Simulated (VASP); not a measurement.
# SrTiO3 (Pm-3m) in VASP: a series of runs, part 2 of 2

VASP 6.6.1.

## Step 4: Relaxation of cell and atoms, r2SCAN, target pressure 15 GPa, at which the enthalpy is minimised

POSCAR

```
SrTiO3
1.0
    3.9068462683      0.0000000000      0.0000000000
    0.0000000000      3.9068462683      0.0000000000
    0.0000000000      0.0000000000      3.9068462683
Sr Ti O
1 1 3
Direct
    0.5000000000      0.5000000000      0.5000000000
    0.0000000000      0.0000000000      0.0000000000
    0.5000000000      0.0000000000      0.0000000000
    0.0000000000      0.5000000000      0.0000000000
    0.0000000000      0.0000000000      0.5000000000
```

INCAR.step1

```
SYSTEM = SrTiO3
PREC     = Accurate       ! precision mode
ENCUT    = 660            ! plane-wave cutoff, eV
ISMEAR   = 0              ! smearing method
SIGMA    = 0.01           ! smearing width, eV
LREAL    = .False.        ! projectors in reciprocal space
LASPH    = .True.         ! aspherical terms in the spheres
NELM     = 120            ! most SCF steps
GGA      = PE             ! functional
ALGO     = Normal         ! electronic algorithm
EDIFF    = 1E-5           ! SCF threshold, eV
LWAVE    = .True.         ! write WAVECAR
LCHARG   = .False.        ! write CHGCAR
GGA_COMPAT= .False.      
IBRION   = 2              ! ionic algorithm
ISIF     = 3              ! what is computed and relaxed
EDIFFG   = -0.005         ! ionic threshold
NELMIN   = 4            
NSW      = 100            ! ionic steps
```

INCAR.step2

```
SYSTEM = SrTiO3
PREC     = Accurate       ! precision mode
ENCUT    = 660            ! plane-wave cutoff, eV
EDIFF    = 1E-7           ! SCF threshold, eV
ISMEAR   = 0              ! smearing method
SIGMA    = 0.01           ! smearing width, eV
LREAL    = .False.        ! projectors in reciprocal space
LASPH    = .True.         ! aspherical terms in the spheres
NELM     = 120            ! most SCF steps
ALGO     = Normal         ! electronic algorithm
ISIF     = 3              ! what is computed and relaxed
LWAVE    = .False.        ! write WAVECAR
LCHARG   = .False.        ! write CHGCAR
METAGGA  = R2SCAN         ! meta-GGA
LMIXTAU  = .True.       
IBRION   = 2              ! ionic algorithm
NSW      = 100            ! ionic steps
EDIFFG   = -0.002         ! ionic threshold
PSTRESS  = 150.0        
ISTART   = 1            
GGA_COMPAT= .False.      
NELMIN   = 4
```

KPOINTS

```
Automatic mesh
0
Gamma
  6 6 6
  0 0 0
```

Potentials or basis: VASP PAW PBE potentials, release 64 (Sr_sv, Ti_sv, O).

Run with:

```bash
$ cat potpaw_PBE.64/Sr_sv/POTCAR potpaw_PBE.64/Ti_sv/POTCAR potpaw_PBE.64/O/POTCAR > POTCAR
$ cp INCAR.step1 INCAR
$ mpirun -np 1 vasp_std > vasp.out
$ cp INCAR.step2 INCAR
$ mpirun -np 1 vasp_std > vasp.out
```

OUTCAR:

```text
SYSTEM = SrTiO3
   PREC = Accurate
   ENCUT = 660
   EDIFF = 1E-7
   ISMEAR = 0
   LREAL = .False.
   LASPH = .True.
   NELM = 120
   ISIF = 3
   METAGGA = R2SCAN
   IBRION = 2
   NSW = 100
   EDIFFG = -0.002
   PSTRESS = 150.0
   ISTART = 1
   NELMIN = 4

 ion  position               nearest neighbor table
   1  0.500  0.500  0.500-   3 2.76   4 2.76   5 2.76   3 2.76   4 2.76   3 2.76   5 2.76   3 2.76
                             4 2.76   5 2.76   4 2.76   5 2.76   2 3.38   2 3.38   2 3.38   2 3.38
   2  0.000  0.000  0.000-   3 1.95   4 1.95   5 1.95   5 1.95   4 1.95   3 1.95   1 3.38   1 3.38
                             1 3.38   1 3.38   1 3.38   1 3.38   1 3.38   1 3.38
   3  0.500  0.000  0.000-   2 1.95   2 1.95   1 2.76   1 2.76   1 2.76   1 2.76
   4  0.000  0.500  0.000-   2 1.95   2 1.95   1 2.76   1 2.76   1 2.76   1 2.76
   5  0.000  0.000  0.500-   2 1.95   2 1.95   1 2.76   1 2.76   1 2.76   1 2.76

  LATTYP: Found a simple cubic cell.
 ALAT       =     3.9068462683

  Lattice vectors:

 A1 = (   3.9068462683,   0.0000000000,   0.0000000000)
 A2 = (   0.0000000000,   3.9068462683,   0.0000000000)
 A3 = (   0.0000000000,   0.0000000000,   3.9068462683)

Analysis of symmetry for initial positions (statically):
=====================================================================
 Subroutine PRICEL returns:
 Original cell was already a primitive cell.

 Routine SETGRP: Setting up the symmetry group for a
 simple cubic supercell.

 Subroutine GETGRP returns: Found 48 space group operations
 (whereof 48 operations were pure point group operations)
 out of a pool of 48 trial point group operations.

The static configuration has the point symmetry O_h .

Analysis of symmetry for dynamics (positions and initial velocities):
=====================================================================
 Subroutine PRICEL returns:
 Original cell was already a primitive cell.

 Routine SETGRP: Setting up the symmetry group for a
 simple cubic supercell.

 Subroutine GETGRP returns: Found 48 space group operations
 (whereof 48 operations were pure point group operations)
[... 112 lines left out ...]
   TEBEG  =    0.0;   TEEND  =   0.0 temperature during run
   PSTRESS=  150.0 pullay stress
   NELECT =      40.0000    total number of electrons
   NUPDOWN=      -1.0000    fix difference up-down
   EMIN   =  10.00;   EMAX   =-10.00  energy-range for DOS
   EFERMI =   0.00;   METHOD = LEGACY
   ISMEAR =     0;   SIGMA  =   0.01  broadening in eV -4-tet -1-fermi 0-gaus
   EFERMI_NEDOS =   21; number of points for ismear=-14 and -15
   IALGO  =     38    algorithm
   IMIX   =      4    mixing-type and parameters
     AMIX     =   0.40;   BMIX     =  1.00
     AMIX_MAG =   1.60;   BMIX_MAG =  1.00
  volume/ion in A,a.u.               =      11.93        80.48
  Fermi-wavevector in a.u.,A,eV,Ry     =   1.433074  2.708116 27.942285  2.053700
  Thomas-Fermi vector in A             =   2.552632
   LORBIT       =      0    0 simple, 1 ext, 2 COOP (PROOUT), +10 PAW based schemes
   METAGGA = R2SCAN    functional components
   LHFCALC =     F    Hartree Fock is set to
   AEXX    =    0.0000 exact exchange contribution
   IVDW    =     0    specifies the selected vdW correction
   LEPSILON=     F    determine dielectric tensor
   LRPA    =     F    only Hartree local field effects (RPA)
 conjugate gradient relaxation of ions
 non-spin polarized calculation
 Gauss-broadening in eV      SIGMA  =   0.01
  energy-cutoff  :      660.00
  volume of cell :       59.63
 maximum number of plane-waves:      2320
 NGX is ok and might be reduce to    36
   NGX = 17   NGY = 17   NGZ = 17

--------------------------------------- Ionic step        1  -------------------------------------------

 number of electron      40.0000010 magnetization

 Free energy of the ion-electron system (eV)
  ---------------------------------------------------
  ext. energy  EPLUGINS =         0.00000000
  ---------------------------------------------------
  free energy    TOTEN  =       -63.34428404 eV

  energy without entropy =      -63.34428404  energy(sigma->0) =      -63.34428404

------------------------ aborting loop because EDIFF is reached ----------------------------------------

  FORCE on cell =-STRESS in cart. coord.  units (eV):
  Direction    XX          YY          ZZ          XY          YZ          ZX
  --------------------------------------------------------------------------------------
  -------------------------------------------------------------------------------------
  Total        0.2731686      0.2731686      0.2731686     -0.0000000      0.0000000     -0.0000000
  in kB        7.3394309      7.3394309      7.3394309     -0.0000000      0.0000000     -0.0000000
  external PRESSURE =    -142.6605691 kB  Pullay stress =     150.0000000 kB
[... 233 lines left out ...]
--------------------------------------- Ionic step        7  -------------------------------------------

 number of electron      39.9999997 magnetization

 Free energy of the ion-electron system (eV)
  ---------------------------------------------------
  ext. energy  EPLUGINS =         0.00000000
  ---------------------------------------------------
  free energy    TOTEN  =       -63.17089727 eV

  energy without entropy =      -63.17089727  energy(sigma->0) =      -63.17089727

 E-fermi :   4.4823     XC(G=0): -12.2972

 val. band max:        4.3760216257   @ k =   0.5000   0.5000   0.5000
 cond. band min:       6.7896805297   @ k =   0.0000   0.0000   0.0000
 fundamental gap:      2.4136589040
 Fermi energy:         4.4823335602

 k-point     1 :       0.0000    0.0000    0.0000
  band No.  band energies     occupation
      1     -54.0018      2.00000
      2     -29.3027      2.00000
      3     -29.2488      2.00000
      4     -29.2488      2.00000
      5     -29.2488      2.00000
      6     -14.2689      2.00000
[... 565 lines left out ...]
  energy  without entropy=      -63.1708972704  energy(sigma->0) =      -63.17089727

  enthalpy is  TOTEN    =       -57.9362836262 eV   P V=        5.2346136442

 reached required accuracy - stopping structural energy minimisation
```

OSZICAR.step1:

```text
N       E                     dE             d eps       ncg     rms          rms(c)
DAV:   1     0.495230583389E+03    0.49523E+03   -0.24576E+04   960   0.216E+03
DAV:   2     0.707101509041E+01   -0.48816E+03   -0.48034E+03  1104   0.542E+02
DAV:   3    -0.474915618015E+02   -0.54563E+02   -0.54034E+02  1128   0.168E+02
[... 28 lines left out ...]
DAV:   4    -0.401104692862E+02   -0.94277E-03   -0.23555E-02  1296   0.826E-01    0.344E-01
DAV:   5    -0.401108654923E+02   -0.39621E-03   -0.22678E-03  1512   0.402E-01    0.268E-01
DAV:   6    -0.401116361820E+02   -0.77069E-03   -0.12127E-03  1320   0.204E-01    0.139E-01
DAV:   7    -0.401120599256E+02   -0.42374E-03   -0.86940E-04  1448   0.199E-01    0.163E-02
DAV:   8    -0.401120872499E+02   -0.27324E-04   -0.19957E-04  1304   0.660E-02    0.126E-02
DAV:   9    -0.401120891441E+02   -0.18942E-05   -0.63630E-06   568   0.182E-02
   3 F= -.40112089E+02 E0= -.40112089E+02  d E =-.202221E-01
```

Wall time 7.2 min (1 thread of Intel Xeon 6975P-C (Granite Rapids), shared host); peak memory 0.25 GiB.

What came out:

```
Free energy                                            : -63.1709 eV
Relaxed volume                                         : 11.18 Å³/atom
Relaxed cell                                           : a = 3.824 Å, b = 3.824 Å, c = 3.824 Å, α = 90.00°, β = 90.00°, γ = 90.00°
Space group after relaxing (to 0.05 Å)                 : Pm-3m (No. 221)
Energy change on relaxing (the enthalpy is what falls) : +34.7 meV/atom
Ionic steps                                            : 7
Pressure after relaxing                                : 15.0 GPa
Band gap on the k mesh                                 : 2.41 eV, indirect (least direct gap 2.75 eV)
```

Step by step:
```tsv
step	energy change (eV)	largest force (eV/Å)	pressure (GPa)	volume (Å³)
1	0.0000	0.0000	0.73	59.63
2	1.0499	0.0000	43.51	50.93
3	0.1650	0.0000	14.60	56.00
4	0.1723	0.0000	14.95	55.92
5	0.1791	0.0000	15.28	55.85
6	0.1659	0.0000	14.64	55.99
7	0.1734	0.0000	15.01	55.91
```

Final structure:
```
CELL_PARAMETERS angstrom
3.82385 0.00000 0.00000
0.00000 3.82385 0.00000
0.00000 0.00000 3.82385
ATOMIC_POSITIONS crystal
Sr 0.50000 0.50000 0.50000
Ti 0.00000 0.00000 0.00000
O 0.50000 0.00000 0.00000
O 0.00000 0.50000 0.00000
O 0.00000 0.00000 0.50000
```

Caveat: the cell is relaxed towards a set pressure, so the enthalpy falls and the energy may rise; the PAW data sets were made with another functional, which shifts forces and pressure a little. A k mesh can miss the band edges.

## Step 5: The runs side by side

| cell | gap on the mesh (eV) | pressure (GPa) |
| --- | --- | --- |
| relaxed to 7 GPa | 2.34 | 7.0 |
| relaxed to 10 GPa | 2.37 | 10.0 |
| relaxed to 15 GPa | 2.41 | 15.0 |

Alike in all rows: task relaxation of cell and atoms; level r2SCAN; potentials or basis VASP PAW PBE potentials, release 64 (Sr_sv, Ti_sv, O); no spin polarisation; k mesh 6 × 6 × 6; cutoff (eV) 660; smearing gaussian 0.01 eV.

Caveats: the cell is relaxed towards a set pressure, so the enthalpy falls and the energy may rise; the PAW data sets were made with another functional, which shifts forces and pressure a little.

Absolute energies hang on the potentials; compare differences alone.
